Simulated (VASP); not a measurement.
# BrH in VASP: relaxation of the atoms with PBE+D3(BJ)

Aim: the relaxation of the atoms of BrH with PBE+D3(BJ).

Everything below comes from runs of VASP 6.6.1. Logs are shortened: lines on timing, memory, paths and dates and some standing lists are left out, and cuts for length are marked.

### Step 1. The cell of the first run

The cell holds a molecule in a box, 2 atoms: a = 14.000 Å, b = 14.500 Å, c = 15.000 Å, α = 90.00°, β = 90.00°, γ = 90.00°.

### Step 2. Relaxation of the atoms, PBE+D3(BJ)

The input, INCAR:

```
ALGO     = Normal         # electronic algorithm
EDIFF    = 1E-6           # SCF threshold, eV
EDIFFG   = -0.01          # ionic threshold
ENCUT    = 520            # plane-wave cutoff, eV
GGA      = PE             # functional
IBRION   = 2              # ionic algorithm
ISIF     = 2              # what is computed and relaxed
ISMEAR   = 0              # smearing method
ISYM     = 0            
IVDW     = 12             # dispersion correction
LASPH    = True           # aspherical terms in the spheres
LCHARG   = False          # write CHGCAR
LREAL    = False          # projectors in reciprocal space
LWAVE    = False          # write WAVECAR
NELM     = 60             # most SCF steps
NSW      = 100            # ionic steps
PREC     = Accurate       # precision mode
SIGMA    = 0.005          # smearing width, eV
```

The input, KPOINTS:

```
k-points
0
Gamma
  1 1 1
```

The input, POSCAR:

```
HBr
1.0
   14.0000000000      0.0000000000      0.0000000000
    0.0000000000     14.5000000000      0.0000000000
    0.0000000000      0.0000000000     15.0000000000
Br H
1 1
Direct
    0.5555689590      0.4994906331      0.5005911223
    0.4444310410      0.5005093669      0.4994088777
```

Potentials or basis: VASP PAW PBE potentials, release 64 (Br, H).

The run is started by

```console
$ cat potpaw_PBE.64/Br/POTCAR potpaw_PBE.64/H/POTCAR > POTCAR
$ mpirun -np 1 vasp_gam > vasp.out
```

OUTCAR:

```text
EDIFF = 1E-6
   EDIFFG = -0.01
   ENCUT = 520
   GGA = PE
   IBRION = 2
   ISIF = 2
   ISMEAR = 0
   ISYM = 0
   IVDW = 12
   LASPH = True
   LREAL = False
   NELM = 60
   NSW = 100
   PREC = Accurate
 IVDW          = 12

 ion  position               nearest neighbor table
   1  0.556  0.499  0.501-   2 1.56
   2  0.444  0.501  0.499-   1 1.56

IMPORTANT INFORMATION: All symmetrisations will be switched off!
NOSYMM: (Re-)initialisation of all symmetry stuff for point group C_1.

----------------------------------------------------------------------------------------

                                     Primitive cell

  volume of cell :    3045.0000

  direct lattice vectors                    reciprocal lattice vectors
    14.000000000  0.000000000  0.000000000     0.071428571  0.000000000  0.000000000
     0.000000000 14.500000000  0.000000000     0.000000000  0.068965517  0.000000000
     0.000000000  0.000000000 15.000000000     0.000000000  0.000000000  0.066666667

  length of vectors
    14.000000000 14.500000000 15.000000000     0.071428571  0.068965517  0.066666667

  position of ions in fractional coordinates (direct lattice)
     0.555568959  0.499490633  0.500591122
     0.444431041  0.500509367  0.499408878

  ion indices of the primitive-cell ions
   primitive index   ion index
                 1           1
                 2           2

----------------------------------------------------------------------------------------

 KPOINTS: k-points

Automatic generation of k-mesh.
 Grid dimensions read from file:
 generate k-points for:    1    1    1

 Generating k-lattice:

  Cartesian coordinates                     Fractional coordinates (reciprocal lattice)
     0.071428571  0.000000000  0.000000000     1.000000000  0.000000000  0.000000000
     0.000000000  0.068965517  0.000000000     0.000000000  1.000000000  0.000000000
     0.000000000  0.000000000  0.066666667     0.000000000  0.000000000  1.000000000

  Length of vectors
     0.071428571  0.068965517  0.066666667

  Shift w.r.t. Gamma in fractional coordinates (k-lattice)
     0.000000000  0.000000000  0.000000000

 Subroutine IBZKPT returns following result:
 ===========================================

 Found      1 irreducible k-points:

 Following reciprocal coordinates:
            Coordinates               Weight
  0.000000  0.000000  0.000000      1.000000
   k-points           NKPTS =      1   k-points in BZ     NKDIM =      1   number of bands    NBANDS=      8
   number of dos      NEDOS =    301   number of ions     NIONS =      2
   total plane-waves  NPLWV = ******
   dimension x,y,z NGX =   108 NGY =  108 NGZ =  112
   dimension x,y,z NGXF=   216 NGYF=  216 NGZF=  224
   ions per type =               1   1
   NGX,Y,Z   is equivalent  to a cutoff of  12.82, 12.38, 12.41 a.u.
   NGXF,Y,Z  is equivalent  to a cutoff of  25.65, 24.76, 24.83 a.u.
 SYSTEM =  unknown system
   PREC   = accura    normal or accurate (medium, high low for compatibility)
   ISTART =      0    job   : 0-new  1-cont  2-samecut
   ICHARG =      2    charge: 1-file 2-atom 10-const
   ISPIN  =      1    spin polarized calculation?
   LNONCOLLINEAR =      F non collinear calculations
   LSORBIT =      F    spin-orbit coupling
   LASPH  =      T    aspherical Exc in radial PAW
   ENCUT  =  520.0 eV  38.22 Ry    6.18 a.u.  26.03 26.96 27.89*2*pi/ulx,y,z
   NELM   =     60;   NELMIN=  2; NELMDL= -5     # of ELM steps
   EDIFF  = 0.1E-05   stopping-criterion for ELM
   LREAL  =      F    real-space projection
   EDIFFG = -.1E-01   stopping-criterion for IOM
   NSW    =    100    number of steps for IOM
   IBRION =      2    ionic relax: 0-MD 1-quasi-New 2-CG
   NFREE  =      1    steps in history (QN), initial steepest desc. (CG)
   ISIF   =      2    stress and relaxation
   ISYM   =      0    0-nonsym 1-usesym 2-fastsym
   POTIM  = 0.5000    time-step for ionic-motion
   TEBEG  =    0.0;   TEEND  =   0.0 temperature during run
   PSTRESS=    0.0 pullay stress
   NELECT =       8.0000    total number of electrons
   NUPDOWN=      -1.0000    fix difference up-down
   EMIN   =  10.00;   EMAX   =-10.00  energy-range for DOS
   EFERMI =   0.00;   METHOD = LEGACY
   ISMEAR =     0;   SIGMA  =   0.01  broadening in eV -4-tet -1-fermi 0-gaus
   EFERMI_NEDOS =   21; number of points for ismear=-14 and -15
   IALGO  =     38    algorithm
   IMIX   =      4    mixing-type and parameters
     AMIX     =   0.40;   BMIX     =  1.00
     AMIX_MAG =   1.60;   BMIX_MAG =  1.00
  volume/ion in A,a.u.               =    1522.50     10274.34
  Fermi-wavevector in a.u.,A,eV,Ry     =   0.225896  0.426882  0.694293  0.051029
  Thomas-Fermi vector in A             =   1.013464
   LORBIT       =      0    0 simple, 1 ext, 2 COOP (PROOUT), +10 PAW based schemes
   GGA     = PE    functional components
   LHFCALC =     F    Hartree Fock is set to
   AEXX    =    0.0000 exact exchange contribution
   IVDW    =    12    specifies the selected vdW correction
   LEPSILON=     F    determine dielectric tensor
   LRPA    =     F    only Hartree local field effects (RPA)
 conjugate gradient relaxation of ions
 non-spin polarized calculation
 Gauss-broadening in eV      SIGMA  =   0.01
  energy-cutoff  :      520.00
  volume of cell :     3045.00
 maximum number of plane-waves:     40942
 NGX is ok and might be reduce to   108
   NGX = 53   NGY = 53   NGZ = 55

--------------------------------------- Ionic step        1  -------------------------------------------

 number of electron       7.9999999 magnetization

 Free energy of the ion-electron system (eV)
  ---------------------------------------------------
  ext. energy  EPLUGINS =         0.00000000
  ---------------------------------------------------
  free energy    TOTEN  =        -5.23502304 eV

  energy without entropy =       -5.23502304  energy(sigma->0) =       -5.23502304

------------------------ aborting loop because EDIFF is reached ----------------------------------------

 Edisp (eV)   -0.01028

 E8    (eV) :    -0.0034

  FORCE on cell =-STRESS in cart. coord.  units (eV):
  Direction    XX          YY          ZZ          XY          YZ          ZX
  --------------------------------------------------------------------------------------
  -------------------------------------------------------------------------------------
  Total      -3.43487    -0.01173    -0.01165     0.03248     0.00033    -0.03900
  in kB      -1.80731    -0.00617    -0.00613     0.01709     0.00017    -0.02052
  external pressure =       -0.61 kB  Pullay stress =        0.00 kB

 VOLUME and BASIS-vectors are now :
 -----------------------------------------------------------------------------
  energy-cutoff  :      520.00
  volume of cell :     3045.00
      direct lattice vectors                 reciprocal lattice vectors
    14.000000000  0.000000000  0.000000000     0.071428571  0.000000000  0.000000000
     0.000000000 14.500000000  0.000000000     0.000000000  0.068965517  0.000000000
     0.000000000  0.000000000 15.000000000     0.000000000  0.000000000  0.066666667
[... 161 lines left out ...]
 POSITION                                       TOTAL-FORCE (eV/Angst)
 -----------------------------------------------------------------------------------
      7.71687      7.24319      7.50818        -0.052849      0.000411     -0.000488
      6.28313      7.25681      7.49182         0.052849     -0.000411      0.000488
 -----------------------------------------------------------------------------------
    total drift:                               -0.000419     -0.000074      0.000093

  FREE ENERGIE OF THE ION-ELECTRON SYSTEM (eV)
  ---------------------------------------------------
  free  energy   TOTEN  =        -5.3970799638 eV

  energy  without entropy=       -5.3970799638  energy(sigma->0) =       -5.39707996

--------------------------------------- Ionic step        6  -------------------------------------------

 number of electron       7.9999999 magnetization

 Free energy of the ion-electron system (eV)
  ---------------------------------------------------
  ext. energy  EPLUGINS =         0.00000000
  ---------------------------------------------------
  free energy    TOTEN  =        -5.38685190 eV

  energy without entropy =       -5.38685190  energy(sigma->0) =       -5.38685190

 E-fermi :  -7.3213     XC(G=0):  -0.2759

 val. band max:       -7.3567297565   @ k =   0.0000   0.0000   0.0000
 cond. band min:      -1.4518060457   @ k =   0.0000   0.0000   0.0000
 fundamental gap:      5.9049237108
 Fermi energy:        -7.3213057119

 k-point     1 :       0.0000    0.0000    0.0000
  band No.  band energies     occupation
      1     -20.4215      2.00000
      2     -11.0187      2.00000
      3      -7.3567      2.00000
      4      -7.3567      2.00000
      5      -1.4518      0.00000
      6      -0.0634      0.00000
      7       0.4619      0.00000
      8       0.5193      0.00000

------------------------ aborting loop because EDIFF is reached ----------------------------------------

 Edisp (eV)   -0.01029

 E8    (eV) :    -0.0034

  FORCE on cell =-STRESS in cart. coord.  units (eV):
  Direction    XX          YY          ZZ          XY          YZ          ZX
  --------------------------------------------------------------------------------------
  -------------------------------------------------------------------------------------
  Total      -0.01373    -0.00985    -0.00962     0.00003    -0.00004    -0.00002
  in kB      -0.00722    -0.00518    -0.00506     0.00001    -0.00002    -0.00001
  external pressure =       -0.01 kB  Pullay stress =        0.00 kB
[... 10 lines left out ...]
 POSITION                                       TOTAL-FORCE (eV/Angst)
 -----------------------------------------------------------------------------------
      7.71578      7.24320      7.50816        -0.000473     -0.000086      0.000112
      6.28422      7.25680      7.49184         0.000473      0.000086     -0.000112
 -----------------------------------------------------------------------------------
    total drift:                               -0.000276     -0.000077      0.000111

  FREE ENERGIE OF THE ION-ELECTRON SYSTEM (eV)
  ---------------------------------------------------
  free  energy   TOTEN  =        -5.3971384476 eV

  energy  without entropy=       -5.3971384476  energy(sigma->0) =       -5.39713845

 reached required accuracy - stopping structural energy minimisation
```

Wall time 12 min (1 thread of Intel Xeon Platinum 8488C (Sapphire Rapids), shared host); peak memory 1.8 GiB.

Results:

```
Free energy                     : -5.3971 eV
Energy gained by relaxing       : 75.9 meV/atom
Ionic steps                     : 6
Gap between the frontier levels : 5.90 eV
Dispersion energy per atom      : -0.005 eV
```

Step by step:
```tsv
step	energy change (eV)	largest force (eV/Å)	pressure (GPa)
1	0.0000	2.2004	-0.06
2	-0.0440	2.6423	0.06
3	-0.1518	0.0133	0.00
4	-0.1518	0.0464	0.00
5	-0.1518	0.0529	0.00
6	-0.1518	0.0005	0.00
```

Final structure:
```
Br H
1.0
    14.00000    0.00000    0.00000
     0.00000   14.50000    0.00000
     0.00000    0.00000   15.00000
Br H
1 1
Direct
  0.55113 0.49953 0.50054
  0.44887 0.50047 0.49946
```
